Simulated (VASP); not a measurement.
# InSe (P-6m2) in VASP: single point with PBE

Aim: the single point of InSe with PBE.

Program: VASP 6.6.1. These are calculated values, not measurements. Logs are shortened: lines on timing, memory, paths and dates and some standing lists are left out, and cuts for length are marked.

### Step 1. The cell of the first run

Symmetry: P-6m2, No. 187, hexagonal system. Conventional cell: a = 4.090 Å, b = 4.090 Å, c = 18.403 Å, α = 90.00°, β = 90.00°, γ = 120.00°. In (site symmetry 3m) has 3 Se at 2.68 Å and 1 In at 2.83 Å within 3.5 Å. Within 3.6 Å of In (site symmetry 3m) lie 3 Se at 2.70 Å and 1 In at 2.94 Å. Se (site symmetry 3m) has 3 In at 2.70 Å within 3.6 Å. Within 3.5 Å of Se (site symmetry 3m) lie 3 In at 2.68 Å.

### Step 2. Single point, PBE (mode 11 (99.7 1/cm) frozen in, largest displacement -0.100 Å)

File INCAR:

```
  PREC = Accurate
  ENCUT = 520
  EDIFF = 1E-6
  ISMEAR = 0
  SIGMA = 0.05
  LREAL = F
  LASPH = T
  NELM = 100
  ALGO = Normal
  ISIF = 2
  LWAVE = F
  LCHARG = F
  GGA = PE
  NBANDS = 48
```

File KPOINTS:

```
regular mesh
0
Gamma
  12 12 2
```

File POSCAR:

```
InSe
1.0
    4.0896281733      0.0000000000      0.0000000000
   -2.0448140866      3.5417218901      0.0000000000
    0.0000000000      0.0000000000     18.4030146391
In Se
4 4
Direct
    0.3333333333      0.6666666667      0.1732306862
    0.6666666667      0.3333333333      0.6702523148
    0.3333333333      0.6666666667      0.3267693138
    0.6666666667      0.3333333333      0.8297476852
    0.3333333333      0.6666666667      0.5987356159
    0.6666666667      0.3333333333      0.1041775962
    0.3333333333      0.6666666667      0.9012643841
    0.6666666667      0.3333333333      0.3958224038
```

Potentials or basis: VASP PAW PBE potentials, release 64 (In_d, Se).

On the command line:

```
cat potpaw_PBE.64/In_d/POTCAR potpaw_PBE.64/Se/POTCAR > POTCAR
mpirun -np 1 vasp_std > vasp.out
```

OUTCAR:

```text
PREC = Accurate
   ENCUT = 520
   EDIFF = 1E-6
   ISMEAR = 0
   LREAL = F
   LASPH = T
   NELM = 100
   ISIF = 2
   GGA = PE

 ion  position               nearest neighbor table
   1  0.333  0.667  0.173-   6 2.68   6 2.68   6 2.68   3 2.83
   2  0.667  0.333  0.670-   5 2.70   5 2.70   5 2.70   4 2.94
   3  0.333  0.667  0.327-   8 2.68   8 2.68   8 2.68   1 2.83
   4  0.667  0.333  0.830-   7 2.70   7 2.70   7 2.70   2 2.94
   5  0.333  0.667  0.599-   2 2.70   2 2.70   2 2.70
   6  0.667  0.333  0.104-   1 2.68   1 2.68   1 2.68
   7  0.333  0.667  0.901-   4 2.70   4 2.70   4 2.70
   8  0.667  0.333  0.396-   3 2.68   3 2.68   3 2.68

  LATTYP: Found a hexagonal cell.
 ALAT       =     4.0896281733
 C/A-ratio  =     4.4999236750

  Lattice vectors:

 A1 = (   4.0896281733,   0.0000000000,   0.0000000000)
 A2 = (  -2.0448140866,   3.5417218901,   0.0000000000)
 A3 = (   0.0000000000,   0.0000000000,  18.4030146391)

Analysis of symmetry for initial positions (statically):
=====================================================================
 Subroutine PRICEL returns:
 Original cell was already a primitive cell.

 Routine SETGRP: Setting up the symmetry group for a
 hexagonal supercell.

 Subroutine GETGRP returns: Found 12 space group operations
 (whereof  6 operations were pure point group operations)
 out of a pool of 24 trial point group operations.

The static configuration has the point symmetry C_3v.
 The point group associated with its full space group is D_3h.

Analysis of symmetry for dynamics (positions and initial velocities):
=====================================================================
 Subroutine PRICEL returns:
 Original cell was already a primitive cell.

 Routine SETGRP: Setting up the symmetry group for a
 hexagonal supercell.

 Subroutine GETGRP returns: Found 12 space group operations
 (whereof  6 operations were pure point group operations)
 out of a pool of 24 trial point group operations.

The dynamic configuration has the point symmetry C_3v.
 The point group associated with its full space group is D_3h.

 Subroutine INISYM returns: Found 12 space group operations
 (whereof  6 operations are pure point group operations),
 and found     1 'primitive' translations

----------------------------------------------------------------------------------------

                                     Primitive cell

  volume of cell :     266.5553

  direct lattice vectors                    reciprocal lattice vectors
     4.089628173  0.000000000  0.000000000     0.244521007  0.141174269  0.000000000
    -2.044814087  3.541721890  0.000000000     0.000000000  0.282348539  0.000000000
     0.000000000  0.000000000 18.403014639     0.000000000  0.000000000  0.054338923

  length of vectors
     4.089628173  4.089628173 18.403014639     0.282348539  0.282348539  0.054338923

  position of ions in fractional coordinates (direct lattice)
     0.333333333  0.666666667  0.173230686
     0.666666667  0.333333333  0.670252315
     0.333333333  0.666666667  0.326769314
     0.666666667  0.333333333  0.829747685
     0.333333333  0.666666667  0.598735616
     0.666666667  0.333333333  0.104177596
     0.333333333  0.666666667  0.901264384
     0.666666667  0.333333333  0.395822404

  ion indices of the primitive-cell ions
   primitive index   ion index
                 1           1
                 2           2
                 3           3
                 4           4
                 5           5
                 6           6
                 7           7
                 8           8

----------------------------------------------------------------------------------------

 KPOINTS: regular mesh

Automatic generation of k-mesh.
 Grid dimensions read from file:
 generate k-points for:   12   12    2

 Generating k-lattice:

  Cartesian coordinates                     Fractional coordinates (reciprocal lattice)
     0.020376751  0.011764522  0.000000000     0.083333333  0.000000000  0.000000000
     0.000000000  0.023529045  0.000000000     0.000000000  0.083333333  0.000000000
     0.000000000  0.000000000  0.027169462     0.000000000  0.000000000  0.500000000

  Length of vectors
     0.023529045  0.023529045  0.027169462

  Shift w.r.t. Gamma in fractional coordinates (k-lattice)
     0.000000000  0.000000000  0.000000000

 Subroutine IBZKPT returns following result:
 ===========================================

 Found     38 irreducible k-points:

 Following reciprocal coordinates:
            Coordinates               Weight
  0.000000  0.000000  0.000000      1.000000
  0.083333  0.000000  0.000000      6.000000
  0.166667  0.000000  0.000000      6.000000
  0.250000 -0.000000  0.000000      6.000000
  0.333333  0.000000  0.000000      6.000000
  0.416667  0.000000  0.000000      6.000000
[... 16 lines left out ...]
  0.250000 -0.000000  0.500000      6.000000
  0.333333  0.000000  0.500000      6.000000
 [... further k-points ...]
   k-points           NKPTS =     38   k-points in BZ     NKDIM =     38   number of bands    NBANDS=     48
   number of dos      NEDOS =    301   number of ions     NIONS =      8
   total plane-waves  NPLWV = 126000
   dimension x,y,z NGX =    30 NGY =   30 NGZ =  140
   dimension x,y,z NGXF=    60 NGYF=   60 NGZF=  280
   ions per type =               4   4
   NGX,Y,Z   is equivalent  to a cutoff of  12.20, 12.20, 12.65 a.u.
   NGXF,Y,Z  is equivalent  to a cutoff of  24.39, 24.39, 25.29 a.u.
 SYSTEM =  unknown system
   PREC   = accura    normal or accurate (medium, high low for compatibility)
   ISTART =      0    job   : 0-new  1-cont  2-samecut
   ICHARG =      2    charge: 1-file 2-atom 10-const
   ISPIN  =      1    spin polarized calculation?
   LNONCOLLINEAR =      F non collinear calculations
   LSORBIT =      F    spin-orbit coupling
   LASPH  =      T    aspherical Exc in radial PAW
   ENCUT  =  520.0 eV  38.22 Ry    6.18 a.u.   7.60  7.60 34.22*2*pi/ulx,y,z
   NELM   =    100;   NELMIN=  2; NELMDL= -5     # of ELM steps
   EDIFF  = 0.1E-05   stopping-criterion for ELM
   LREAL  =      F    real-space projection
   EDIFFG = 0.1E-04   stopping-criterion for IOM
   NSW    =      0    number of steps for IOM
   IBRION =     -1    ionic relax: 0-MD 1-quasi-New 2-CG
   NFREE  =      0    steps in history (QN), initial steepest desc. (CG)
   ISIF   =      2    stress and relaxation
   ISYM   =      2    0-nonsym 1-usesym 2-fastsym
   POTIM  = 0.5000    time-step for ionic-motion
   TEBEG  =    0.0;   TEEND  =   0.0 temperature during run
   PSTRESS=    0.0 pullay stress
   NELECT =      76.0000    total number of electrons
   NUPDOWN=      -1.0000    fix difference up-down
   EMIN   =  10.00;   EMAX   =-10.00  energy-range for DOS
   EFERMI =   0.00;   METHOD = LEGACY
   ISMEAR =     0;   SIGMA  =   0.05  broadening in eV -4-tet -1-fermi 0-gaus
   EFERMI_NEDOS =   21; number of points for ismear=-14 and -15
   IALGO  =     38    algorithm
   IMIX   =      4    mixing-type and parameters
     AMIX     =   0.40;   BMIX     =  1.00
     AMIX_MAG =   1.60;   BMIX_MAG =  1.00
  volume/ion in A,a.u.               =      33.32       224.85
  Fermi-wavevector in a.u.,A,eV,Ry     =   1.077499  2.036178 15.796425  1.161004
  Thomas-Fermi vector in A             =   2.213413
   LORBIT       =      0    0 simple, 1 ext, 2 COOP (PROOUT), +10 PAW based schemes
   GGA     = PE    functional components
   LHFCALC =     F    Hartree Fock is set to
   AEXX    =    0.0000 exact exchange contribution
   IVDW    =     0    specifies the selected vdW correction
   LEPSILON=     F    determine dielectric tensor
   LRPA    =     F    only Hartree local field effects (RPA)
 non-spin polarized calculation
 Gauss-broadening in eV      SIGMA  =   0.05
  energy-cutoff  :      520.00
  volume of cell :      266.56
 maximum number of plane-waves:      7251
   NGX = 15   NGY = 15   NGZ = 69

 number of electron      76.0000023 magnetization

 Free energy of the ion-electron system (eV)
  ---------------------------------------------------
  ext. energy  EPLUGINS =         0.00000000
  ---------------------------------------------------
  free energy    TOTEN  =       -28.41333063 eV

  energy without entropy =      -28.41333063  energy(sigma->0) =      -28.41333063

 E-fermi :   2.8720     XC(G=0):  -8.2456

 val. band max:        2.6425594294   @ k =   0.0000   0.0000   0.0000
 cond. band min:       3.2887078594   @ k =   0.0000   0.0000   0.0000
 fundamental gap:      0.6461484300
 Fermi energy:         2.8719964887

 k-point     1 :       0.0000    0.0000    0.0000
  band No.  band energies     occupation
      1     -11.7812      2.00000
      2     -11.6780      2.00000
      3     -11.6107      2.00000
      4     -11.6107      2.00000
      5     -11.5625      2.00000
      6     -11.5625      2.00000
[... 40 lines left out ...]
     47       8.0301      0.00000
     48       8.3208      0.00000

 k-point     2 :       0.0833    0.0000    0.0000
  band No.  band energies     occupation
      1     -11.7808      2.00000
      2     -11.6788      2.00000
      3     -11.6306      2.00000
      4     -11.6097      2.00000
      5     -11.5795      2.00000
      6     -11.5606      2.00000
[... 40 lines left out ...]
     47       7.9288      0.00000
     48       8.1142      0.00000

 k-point     3 :       0.1667    0.0000    0.0000
  band No.  band energies     occupation
      1     -11.7829      2.00000
      2     -11.6883      2.00000
      3     -11.6760      2.00000
      4     -11.6147      2.00000
      5     -11.6140      2.00000
      6     -11.6077      2.00000
[... 40 lines left out ...]
     47       7.4342      0.00000
     48       7.6116      0.00000

 k-point     4 :       0.2500   -0.0000    0.0000
  band No.  band energies     occupation
      1     -11.7998      2.00000
      2     -11.7230      2.00000
      3     -11.7140      2.00000
      4     -11.6787      2.00000
      5     -11.6428      2.00000
      6     -11.6307      2.00000
[... 958 lines left out ...]
     47       7.4341      0.00000
     48       7.5139      0.00000

 k-point    23 :       0.2500   -0.0000    0.5000
  band No.  band energies     occupation
      1     -11.7998      2.00000
      2     -11.7230      2.00000
      3     -11.7140      2.00000
      4     -11.6787      2.00000
      5     -11.6428      2.00000
      6     -11.6307      2.00000
[... 40 lines left out ...]
     47       7.4439      0.00000
     48       7.4990      0.00000

 k-point    24 :       0.3333    0.0000    0.5000
  band No.  band energies     occupation
      1     -11.8352      2.00000
      2     -11.7672      2.00000
      3     -11.7332      2.00000
      4     -11.7257      2.00000
      5     -11.6939      2.00000
      6     -11.6310      2.00000
[... 40 lines left out ...]
     47       7.4541      0.00000
     48       7.4822      0.00000

 [... further k-points ...]
[... 5 lines left out ...]
  --------------------------------------------------------------------------------------
  -------------------------------------------------------------------------------------
  Total       -0.4912146     -0.4912146     -1.8502613     -0.0000000     -0.0000000     -0.0000000
  in kB       -2.9525319     -2.9525319    -11.1213215     -0.0000000     -0.0000000     -0.0000000
  external PRESSURE =      -5.6754618 kB  Pullay stress =       0.0000000 kB

 VOLUME and BASIS-vectors are now :
 -----------------------------------------------------------------------------
  energy-cutoff  :      520.00
  volume of cell :      266.56
      direct lattice vectors                 reciprocal lattice vectors
     4.089628173  0.000000000  0.000000000     0.244521007  0.141174269  0.000000000
    -2.044814087  3.541721890  0.000000000     0.000000000  0.282348539  0.000000000
     0.000000000  0.000000000 18.403014639     0.000000000  0.000000000  0.054338923

 POSITION                                       TOTAL-FORCE (eV/Angst)
 -----------------------------------------------------------------------------------
     -0.00000      2.36115      3.18797         0.000000     -0.000000      0.016306
      2.04481      1.18057     12.33466        -0.000000      0.000000      0.161515
     -0.00000      2.36115      6.01354         0.000000     -0.000000     -0.016306
      2.04481      1.18057     15.26986        -0.000000      0.000000     -0.161515
     -0.00000      2.36115     11.01854        -0.000000     -0.000000      0.269949
      2.04481      1.18057      1.91718         0.000000      0.000000     -0.013429
     -0.00000      2.36115     16.58598         0.000000     -0.000000     -0.269949
      2.04481      1.18057      7.28433         0.000000      0.000000      0.013429
 -----------------------------------------------------------------------------------
    total drift:                                0.000000     -0.000000      0.000000

  FREE ENERGIE OF THE ION-ELECTRON SYSTEM (eV)
  ---------------------------------------------------
  free  energy   TOTEN  =       -28.4133306338 eV

  energy  without entropy=      -28.4133306338  energy(sigma->0) =      -28.41333063
```

It took 9.2 min on 1 thread of Intel Xeon Platinum 8259CL at 2.50GHz (Skylake/Cascade Lake), shared host; peak memory 0.56 GiB.

What came out:

```yaml
Free_energy: -28.4133 eV
Pressure: -0.6 GPa
Largest_force: 0.270 eV/Å
Band_gap_on_the_k_mesh: 0.65 eV, direct
```

Forces on the atoms (eV/Å):
```
In   0.000  0.000  0.016
In   0.000  0.000  0.162
In   0.000  0.000 -0.016
In   0.000  0.000 -0.162
Se   0.000  0.000  0.270
Se   0.000  0.000 -0.013
Se   0.000  0.000 -0.270
Se   0.000  0.000  0.013
```

Levels at points of the mesh, in eV from the valence-band top:
| k point | band 36 | band 37 | band 38 | band 39 | band 40 | band 41 |
| --- | --- | --- | --- | --- | --- | --- |
| (0.00, 0.00, 0.00) | -0.83 | -0.83 | 0.00 | 0.65 | 1.47 | 2.22 |
| (0.50, 0.00, 0.00) | -1.70 | -1.41 | -1.14 | 1.47 | 1.71 | 1.91 |
| (0.00, 0.00, 0.50) | -0.83 | -0.55 | -0.50 | 1.14 | 1.14 | 2.25 |
| (0.50, 0.00, 0.50) | -1.71 | -1.29 | -1.26 | 1.59 | 1.77 | 1.87 |

Caveat: the cell differs from its parent crystal (mode 11 (99.7 1/cm) frozen in, largest displacement -0.100 Å); spin-orbit coupling is left out, which moves the levels of the heavy elements; this functional lacks dispersion, which binds the layers, so the pressure and a relaxed spacing across them are unreliable.
